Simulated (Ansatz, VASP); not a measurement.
# Cu in VASP and in Ansatz

INCAR

```
AGGAC = 1.0
AGGAX = 1.0
ALDAC = 0.0
ALDAX = 1.0
ALGO = Normal
EDIFF = 1E-7
ENCUT = 520
GGA = B5
ISIF = 2
ISMEAR = -1
LASPH = True
LCHARG = True
LELF = True
LREAL = False
LVHAR = True
LWAVE = False
NBANDS = 12
NELM = 100
PREC = Accurate
SIGMA = 0.1
```

Contents of KPOINTS:

```
k-points
0
Gamma
  14 14 14
```

Contents of POSCAR:

```
Cu
1.0
    2.3884275103      0.0000000000      0.0000000000
    0.0000000000      2.3884275103      0.0000000000
    0.0000000000      0.0000000000      2.3884275103
Cu
1
Direct
    0.0000000000      0.0000000000      0.0000000000
```

Input for Ansatz:

```yaml
crystal:
  lattice:
    - [2.3884275103, 0.0, 0.0]
    - [0.0, 2.3884275103, 0.0]
    - [0.0, 0.0, 2.3884275103]
  atoms:
    - { symbol: Cu, position: [0.0, 0.0, 0.0] }
hamiltonian:
  xc: blyp
  pseudopotentials:
    kind: paw
    azcp:
      Cu: "pseudopotentials/Cu.paw.azcp"
basis:
  ecutwfc: 420
  fft_grid_basis: typed
kpoints:
  mp_grid: { grid: [14, 14, 14], shift: [0, 0, 0] }
magnetization:
  spin_polarized: false
scf:
  occupations: { method: fermi_dirac, width: 0.1 }
  lower_state_search: "off"
output:
  stress: true
```

Alike in both runs: task single point; functional BLYP; k mesh 14 × 14 × 14; occupations fermi-dirac, width 0.1 eV; no spin polarisation.

```csv
,VASP,Ansatz
version,VASP 6.6.1,Ansatz 0.2.0
potentials or method,"VASP PAW PBE potentials, release 64 (Cu), cutoff 520 eV","plane waves (420 eV) with PAW, scalar-relativistic"
valence electrons in the cell,11,19
```

```csv
,VASP,Ansatz,Ansatz less VASP
pressure (GPa),9.1,8.6,-0.47
```

VASP's potentials were made for PBE, not for BLYP. VASP's potentials hold 11 valence electrons a cell and Ansatz's 19, so a difference there can come from the potentials and not from the codes.
